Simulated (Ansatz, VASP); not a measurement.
**One calculation of CaMgSn4O8, two programs**

```
CELL_PARAMETERS angstrom
5.89109 0.00000 0.00000
-2.94554 5.10183 0.00000
0.00000 0.00000 6.79233
ATOMIC_POSITIONS crystal
Mg 0.00000 0.00000 0.00000
Ca 0.00000 0.00000 0.50000
Sn 0.33333 0.66667 0.71436
Sn 0.66667 0.33333 0.71436
Sn 0.33333 0.66667 0.28564
Sn 0.66667 0.33333 0.28564
O 0.30535 0.30535 0.70842
O 0.69465 0.00000 0.70842
O 0.00000 0.69465 0.70842
O 0.69465 0.69465 0.29158
O 0.00000 0.30535 0.29158
O 0.30535 0.00000 0.29158
O 0.33333 0.66667 0.00000
O 0.66667 0.33333 0.00000
```

Alike in both runs: task single point; functional PBE; k mesh 6 × 6 × 4; occupations gaussian, width 0.1 eV; no spin polarisation.

|  | VASP | Ansatz |
| --- | --- | --- |
| version | VASP 6.6.1 | Ansatz 0.2.0 |
| potentials or method | VASP PAW PBE potentials, release 64 (Mg, Ca_sv, Sn_d, O), cutoff 520 eV | scalar-relativistic, plane waves, PAW |
| valence electrons in the cell | 116 | 124 |

Ansatz gave:

| Quantity | Value |
| --- | --- |
| gap on the k mesh at the Fermi level (eV) | none |
| pressure (GPa) | 9.1 |
| traceless stress, the component that is largest in VASP (GPa) | -4.68 |
| rms of the force components (eV/Å) | 0.619 |

Problem. Which values does VASP return?

Solution. gap on the k mesh at the Fermi level (eV): none; pressure (GPa): 9.5; traceless stress, the component that is largest in VASP (GPa): -4.85; rms of the force components (eV/Å): 0.635.

Atom by atom the forces differ by 0.017 eV/Å (rms over components). A gap of «none» marks a metal or a gap that the smearing closes. The functional is the same, so the differences come from potentials, cutoffs and numerics. VASP's potentials hold 116 valence electrons a cell and Ansatz's 124, so a difference there can come from the potentials and not from the codes.
